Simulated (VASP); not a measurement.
# ScAl (Pm-3m) in VASP: a series of runs

The runs below take ScAl through single point, with r2SCAN.

All numbers are computed with VASP 6.6.1; they aren't measurements. Logs are shortened: lines on timing, memory, paths and dates and some standing lists are left out, and cuts for length are marked.

## 1. The cell of the first run

It takes space group Pm-3m (No. 221, cubic). Conventional cell: a = 3.369 Å, b = 3.369 Å, c = 3.369 Å, α = 90.00°, β = 90.00°, γ = 90.00°. Sc (site symmetry m-3m) has 8 Al at 2.92 Å and 6 Sc at 3.37 Å within 3.8 Å. Within 3.8 Å of Al (site symmetry m-3m) lie 8 Sc at 2.92 Å and 6 Al at 3.37 Å.

## 2. Single point, r2SCAN

POSCAR reads:

```
ScAl
1.0
    3.3690951251      0.0000000000      0.0000000000
    0.0000000000      3.3690951251      0.0000000000
    0.0000000000      0.0000000000      3.3690951251
Sc Al
1 1
Direct
    0.5000000000      0.5000000000      0.5000000000
    0.0000000000      0.0000000000      0.0000000000
```

INCAR.step1 reads:

```
SYSTEM = ScAl
ALGO     = Normal         ! electronic algorithm
EDIFF    = 1E-4           ! SCF threshold, eV
ENCUT    = 520            ! plane-wave cutoff, eV
GGA      = PE             ! functional
ISMEAR   = 0              ! smearing method
LASPH    = .TRUE.         ! aspherical terms in the spheres
LCHARG   = .FALSE.        ! write CHGCAR
LREAL    = .FALSE.        ! projectors in reciprocal space
LWAVE    = .TRUE.         ! write WAVECAR
NBANDS   = 14             ! bands
NELM     = 80             ! most SCF steps
PREC     = Accurate       ! precision mode
SIGMA    = 0.1            ! smearing width, eV
```

INCAR.step2 reads:

```
SYSTEM = ScAl
ALGO     = Normal         ! electronic algorithm
EDIFF    = 1E-6           ! SCF threshold, eV
ENCUT    = 520            ! plane-wave cutoff, eV
ISIF     = 2              ! what is computed and relaxed
ISMEAR   = 0              ! smearing method
ISTART   = 1            
LASPH    = .TRUE.         ! aspherical terms in the spheres
LCHARG   = .FALSE.        ! write CHGCAR
LMIXTAU  = .TRUE.       
LREAL    = .FALSE.        ! projectors in reciprocal space
LWAVE    = .FALSE.        ! write WAVECAR
METAGGA  = R2SCAN         ! meta-GGA
NBANDS   = 14             ! bands
NELM     = 80             ! most SCF steps
PREC     = Accurate       ! precision mode
SIGMA    = 0.1            ! smearing width, eV
```

KPOINTS reads:

```
k-points
0
G
  12 12 12
  0 0 0
```

Potentials or basis: VASP PAW PBE potentials, release 64 (Sc_sv, Al).

Launch:

```sh
cat potpaw_PBE.64/Sc_sv/POTCAR potpaw_PBE.64/Al/POTCAR > POTCAR
cp INCAR.step1 INCAR
mpirun -np 1 vasp_std > vasp.out
cp INCAR.step2 INCAR
mpirun -np 1 vasp_std > vasp.out
```

OUTCAR:

```text
SYSTEM = ScAl
   EDIFF = 1E-6
   ENCUT = 520
   ISIF = 2
   ISMEAR = 0
   ISTART = 1
   LASPH = .TRUE.
   LREAL = .FALSE.
   METAGGA = R2SCAN
   NELM = 80
   PREC = Accurate

 ion  position               nearest neighbor table
   1  0.500  0.500  0.500-   2 2.92   2 2.92   2 2.92   2 2.92   2 2.92   2 2.92   2 2.92   2 2.92

   2  0.000  0.000  0.000-   1 2.92   1 2.92   1 2.92   1 2.92   1 2.92   1 2.92   1 2.92   1 2.92

  LATTYP: Found a simple cubic cell.
 ALAT       =     3.3690951251

  Lattice vectors:

 A1 = (   3.3690951251,   0.0000000000,   0.0000000000)
 A2 = (   0.0000000000,   3.3690951251,   0.0000000000)
 A3 = (   0.0000000000,   0.0000000000,   3.3690951251)

Analysis of symmetry for initial positions (statically):
=====================================================================
 Subroutine PRICEL returns:
 Original cell was already a primitive cell.

 Routine SETGRP: Setting up the symmetry group for a
 simple cubic supercell.

 Subroutine GETGRP returns: Found 48 space group operations
 (whereof 48 operations were pure point group operations)
 out of a pool of 48 trial point group operations.

The static configuration has the point symmetry O_h .

Analysis of symmetry for dynamics (positions and initial velocities):
=====================================================================
 Subroutine PRICEL returns:
 Original cell was already a primitive cell.

 Routine SETGRP: Setting up the symmetry group for a
 simple cubic supercell.

 Subroutine GETGRP returns: Found 48 space group operations
 (whereof 48 operations were pure point group operations)
 out of a pool of 48 trial point group operations.

The dynamic configuration has the point symmetry O_h .

 Subroutine INISYM returns: Found 48 space group operations
 (whereof 48 operations are pure point group operations),
 and found     1 'primitive' translations

----------------------------------------------------------------------------------------

                                     Primitive cell

  volume of cell :      38.2419

  direct lattice vectors                    reciprocal lattice vectors
     3.369095125  0.000000000  0.000000000     0.296815603  0.000000000  0.000000000
     0.000000000  3.369095125  0.000000000     0.000000000  0.296815603  0.000000000
     0.000000000  0.000000000  3.369095125     0.000000000  0.000000000  0.296815603

  length of vectors
     3.369095125  3.369095125  3.369095125     0.296815603  0.296815603  0.296815603

  position of ions in fractional coordinates (direct lattice)
     0.500000000  0.500000000  0.500000000
     0.000000000  0.000000000  0.000000000

  ion indices of the primitive-cell ions
   primitive index   ion index
                 1           1
                 2           2

----------------------------------------------------------------------------------------

 KPOINTS: k-points

Automatic generation of k-mesh.
 Grid dimensions read from file:
 generate k-points for:   12   12   12

 Generating k-lattice:

  Cartesian coordinates                     Fractional coordinates (reciprocal lattice)
     0.024734634  0.000000000  0.000000000     0.083333333  0.000000000  0.000000000
     0.000000000  0.024734634  0.000000000     0.000000000  0.083333333  0.000000000
     0.000000000  0.000000000  0.024734634     0.000000000  0.000000000  0.083333333

  Length of vectors
     0.024734634  0.024734634  0.024734634

  Shift w.r.t. Gamma in fractional coordinates (k-lattice)
     0.000000000  0.000000000  0.000000000

 Subroutine IBZKPT returns following result:
 ===========================================

 Found     84 irreducible k-points:

 Following reciprocal coordinates:
            Coordinates               Weight
  0.000000  0.000000  0.000000      1.000000
  0.083333  0.000000  0.000000      6.000000
  0.166667  0.000000  0.000000      6.000000
  0.250000  0.000000  0.000000      6.000000
  0.333333  0.000000  0.000000      6.000000
  0.416667  0.000000  0.000000      6.000000
[... 16 lines left out ...]
  0.333333  0.333333  0.000000     12.000000
  0.416667  0.333333  0.000000     24.000000
 [... further k-points ...]
   k-points           NKPTS =     84   k-points in BZ     NKDIM =     84   number of bands    NBANDS=     14
   number of dos      NEDOS =    301   number of ions     NIONS =      2
   total plane-waves  NPLWV =  21952
   dimension x,y,z NGX =    28 NGY =   28 NGZ =   28
   dimension x,y,z NGXF=    56 NGYF=   56 NGZF=   56
   ions per type =               1   1
   NGX,Y,Z   is equivalent  to a cutoff of  13.82, 13.82, 13.82 a.u.
   NGXF,Y,Z  is equivalent  to a cutoff of  27.63, 27.63, 27.63 a.u.
 SYSTEM =  ScAl
   PREC   = accura    normal or accurate (medium, high low for compatibility)
   ISTART =      1    job   : 0-new  1-cont  2-samecut
   ICHARG =      0    charge: 1-file 2-atom 10-const
   ISPIN  =      1    spin polarized calculation?
   LNONCOLLINEAR =      F non collinear calculations
   LSORBIT =      F    spin-orbit coupling
   LASPH  =      T    aspherical Exc in radial PAW
   ENCUT  =  520.0 eV  38.22 Ry    6.18 a.u.   6.26  6.26  6.26*2*pi/ulx,y,z
   NELM   =     80;   NELMIN=  2; NELMDL=  0     # of ELM steps
   EDIFF  = 0.1E-05   stopping-criterion for ELM
   LREAL  =      F    real-space projection
   EDIFFG = 0.1E-04   stopping-criterion for IOM
   NSW    =      0    number of steps for IOM
   IBRION =     -1    ionic relax: 0-MD 1-quasi-New 2-CG
   NFREE  =      0    steps in history (QN), initial steepest desc. (CG)
   ISIF   =      2    stress and relaxation
   ISYM   =      2    0-nonsym 1-usesym 2-fastsym
   POTIM  = 0.5000    time-step for ionic-motion
   TEBEG  =    0.0;   TEEND  =   0.0 temperature during run
   PSTRESS=    0.0 pullay stress
   NELECT =      14.0000    total number of electrons
   NUPDOWN=      -1.0000    fix difference up-down
   EMIN   =  10.00;   EMAX   =-10.00  energy-range for DOS
   EFERMI =   0.00;   METHOD = LEGACY
   ISMEAR =     0;   SIGMA  =   0.10  broadening in eV -4-tet -1-fermi 0-gaus
   EFERMI_NEDOS =   21; number of points for ismear=-14 and -15
   IALGO  =     38    algorithm
   IMIX   =      4    mixing-type and parameters
     AMIX     =   0.40;   BMIX     =  1.00
     AMIX_MAG =   1.60;   BMIX_MAG =  1.00
  volume/ion in A,a.u.               =      19.12       129.03
  Fermi-wavevector in a.u.,A,eV,Ry     =   1.171128  2.213110 18.660934  1.371540
  Thomas-Fermi vector in A             =   2.307576
   LORBIT       =      0    0 simple, 1 ext, 2 COOP (PROOUT), +10 PAW based schemes
   METAGGA = R2SCAN    functional components
   LHFCALC =     F    Hartree Fock is set to
   AEXX    =    0.0000 exact exchange contribution
   IVDW    =     0    specifies the selected vdW correction
   LEPSILON=     F    determine dielectric tensor
   LRPA    =     F    only Hartree local field effects (RPA)
 non-spin polarized calculation
 Gauss-broadening in eV      SIGMA  =   0.10
  energy-cutoff  :      520.00
  volume of cell :       38.24
 maximum number of plane-waves:      1064
 NGX is ok and might be reduce to    28
   NGX = 13   NGY = 13   NGZ = 13

 number of electron      14.0000002 magnetization

 Free energy of the ion-electron system (eV)
  ---------------------------------------------------
  ext. energy  EPLUGINS =         0.00000000
  ---------------------------------------------------
  free energy    TOTEN  =       -19.06167026 eV

  energy without entropy =      -19.05846725  energy(sigma->0) =      -19.06006875

 E-fermi :   6.1462     XC(G=0): -11.0327

 val. band max:        6.1101687792   @ k =   0.5000   0.4167   0.1667
 cond. band min:       6.1725756350   @ k =   0.3333   0.0000   0.0000
 fundamental gap:      0.0624068558
 Fermi energy:         6.1462486781

 k-point     1 :       0.0000    0.0000    0.0000
  band No.  band energies     occupation
      1     -45.4447      2.00000
      2     -23.0563      2.00000
      3     -23.0563      2.00000
      4     -23.0563      2.00000
      5      -2.8913      2.00000
      6       5.4467      2.00000
      7       5.4467      2.00000
      8       9.1099      0.00000
      9       9.1099      0.00000
     10       9.1099      0.00000
     11      10.0311      0.00000
     12      10.0311      0.00000
     13      10.0311      0.00000
     14      15.0380      0.00000

 k-point     2 :       0.0833    0.0000    0.0000
  band No.  band energies     occupation
      1     -45.4437      2.00000
      2     -23.0692      2.00000
      3     -23.0552      2.00000
      4     -23.0552      2.00000
      5      -2.7863      2.00000
      6       5.3250      2.00000
      7       5.5021      2.00000
      8       8.7410      0.00000
      9       8.7410      0.00000
     10       9.1254      0.00000
     11       9.7594      0.00000
     12      10.4698      0.00000
     13      10.4698      0.00000
     14      14.8562      0.00000

 k-point     3 :       0.1667    0.0000    0.0000
  band No.  band energies     occupation
      1     -45.4409      2.00000
      2     -23.1042      2.00000
      3     -23.0521      2.00000
      4     -23.0521      2.00000
      5      -2.4756      2.00000
      6       4.8778      2.00000
      7       5.6614      2.00000
      8       8.1928      0.00000
      9       8.1928      0.00000
     10       9.1683      0.00000
     11       9.3818      0.00000
     12      11.2337      0.00000
     13      11.2337      0.00000
     14      14.3614      0.00000
[... 324 lines left out ...]
 k-point    23 :       0.3333    0.3333    0.0000
  band No.  band energies     occupation
      1     -45.4218      2.00000
      2     -23.1816      2.00000
      3     -23.1765      2.00000
      4     -23.0309      2.00000
      5      -0.0318      2.00000
      6       3.8028      2.00000
      7       4.2852      2.00000
      8       6.7397      0.00000
      9       7.7213      0.00000
     10       8.1445      0.00000
     11       9.9544      0.00000
     12      11.1451      0.00000
     13      12.9526      0.00000
     14      13.9934      0.00000

 k-point    24 :       0.4167    0.3333    0.0000
  band No.  band energies     occupation
      1     -45.4190      2.00000
      2     -23.2117      2.00000
      3     -23.1742      2.00000
      4     -23.0278      2.00000
      5       0.5081      2.00000
      6       3.1885      2.00000
      7       4.5476      2.00000
      8       6.4330      0.00005
      9       7.6635      0.00000
     10       8.1213      0.00000
     11      10.0157      0.00000
     12      11.4023      0.00000
     13      12.3473      0.00000
     14      13.9714      0.00000

 [... further k-points ...]
[... 5 lines left out ...]
  --------------------------------------------------------------------------------------
  -------------------------------------------------------------------------------------
  Total        0.0416076      0.0416076      0.0416076     -0.0000000     -0.0000000      0.0000000
  in kB        1.7431865      1.7431865      1.7431865     -0.0000000     -0.0000000      0.0000000
  external PRESSURE =       1.7431865 kB  Pullay stress =       0.0000000 kB

 VOLUME and BASIS-vectors are now :
 -----------------------------------------------------------------------------
  energy-cutoff  :      520.00
  volume of cell :       38.24
      direct lattice vectors                 reciprocal lattice vectors
     3.369095125  0.000000000  0.000000000     0.296815603  0.000000000  0.000000000
     0.000000000  3.369095125  0.000000000     0.000000000  0.296815603  0.000000000
     0.000000000  0.000000000  3.369095125     0.000000000  0.000000000  0.296815603

 POSITION                                       TOTAL-FORCE (eV/Angst)
 -----------------------------------------------------------------------------------
      1.68455      1.68455      1.68455         0.000000      0.000000      0.000000
      0.00000      0.00000      0.00000         0.000000      0.000000      0.000000
 -----------------------------------------------------------------------------------
    total drift:                                0.000000      0.000000      0.000000

  FREE ENERGIE OF THE ION-ELECTRON SYSTEM (eV)
  ---------------------------------------------------
  free  energy   TOTEN  =       -19.0616702623 eV

  energy  without entropy=      -19.0584672473  energy(sigma->0) =      -19.06006875
```

Run time: 56 s. Hardware: 1 thread of Intel Xeon 6975P-C (Granite Rapids), shared host; peak memory 0.19 GiB.

Results:

```
Free energy            : -19.0617 eV
Pressure               : 0.2 GPa
Band gap on the k mesh : zero (band 7 reaches 6.56 eV, above the bottom of band 8 at 5.28 eV)
```

Levels at points of the mesh, in eV from the Fermi level:
| k point | band 5 | band 6 | band 7 | band 8 | band 9 | band 10 |
| --- | --- | --- | --- | --- | --- | --- |
| (0.00, 0.00, 0.00) | -9.04 | -0.70 | -0.70 | 2.96 | 2.96 | 2.96 |
| (0.50, 0.00, 0.00) | -6.09 | -4.91 | 0.35 | 0.90 | 0.90 | 3.21 |
| (0.50, 0.50, 0.00) | -4.96 | -2.15 | -2.15 | -0.86 | 1.71 | 1.71 |
| (0.50, 0.50, 0.50) | -2.75 | -2.75 | -2.75 | -0.29 | 2.92 | 2.92 |

Caveat: the PAW data sets were made with another functional, which shifts forces and pressure a little.

## 3. Single point, r2SCAN (volume scaled by 0.94)

POSCAR reads:

```
ScAl
1.0
    3.3003187945      0.0000000000      0.0000000000
    0.0000000000      3.3003187945      0.0000000000
    0.0000000000      0.0000000000      3.3003187945
Sc Al
1 1
Direct
    0.5000000000      0.5000000000      0.5000000000
    0.0000000000      0.0000000000      0.0000000000
```

INCAR.step1 reads:

```
PREC = Accurate
ENCUT = 520
ISMEAR = 0
SIGMA = 0.1
LREAL = False
LASPH = True
NELM = 100
NBANDS = 14
GGA = PE
ALGO = Normal
EDIFF = 1E-4
LWAVE = True
LCHARG = False
```

INCAR.step2 reads:

```
PREC = Accurate
ENCUT = 520
EDIFF = 1E-6
ISMEAR = 0
SIGMA = 0.1
LREAL = False
LASPH = True
NELM = 100
ALGO = Normal
ISIF = 2
LWAVE = False
LCHARG = True
METAGGA = R2SCAN
LMIXTAU = True
LELF = True
LVHAR = True
NBANDS = 14
ISTART = 1
```

KPOINTS reads:

```
regular mesh
0
Gamma
  12 12 12
```

Potentials or basis: VASP PAW PBE potentials, release 64 (Sc_sv, Al).

Launch:

```sh
cat potpaw_PBE.64/Sc_sv/POTCAR potpaw_PBE.64/Al/POTCAR > POTCAR
cp INCAR.step1 INCAR
mpirun -np 1 vasp_std > vasp.out
cp INCAR.step2 INCAR
mpirun -np 1 vasp_std > vasp.out
```

Run time: 76 s. Hardware: 1 thread of Intel Xeon Platinum 8488C (Sapphire Rapids), shared host; peak memory 0.19 GiB.

The run converged. Its results:

| Quantity | Value |
| --- | --- |
| Free energy | -19.0184 eV |
| Pressure | 6.0 GPa |
| Band gap on the k mesh | zero (band 7 reaches 7.04 eV, above the bottom of band 8 at 5.75 eV) |

Levels at points of the mesh, in eV from the Fermi level:
```tsv
k point	band 3	band 4	band 5	band 6	band 7	band 8	band 9	band 10	band 11	band 12
(0.00, 0.00, 0.00)	-29.00	-29.00	-9.27	-0.80	-0.80	3.17	3.17	3.17	4.19	4.19
(0.50, 0.00, 0.00)	-28.98	-28.98	-6.13	-5.05	0.33	0.96	0.96	3.44	4.39	6.23
(0.50, 0.50, 0.00)	-29.20	-28.96	-5.08	-2.13	-2.13	-0.88	1.79	1.79	4.24	5.82
(0.50, 0.50, 0.50)	-29.17	-29.17	-2.90	-2.90	-2.90	0.04	3.14	3.14	3.14	4.32
```

Caveat: the PAW data sets were made with another functional, which shifts forces and pressure a little.
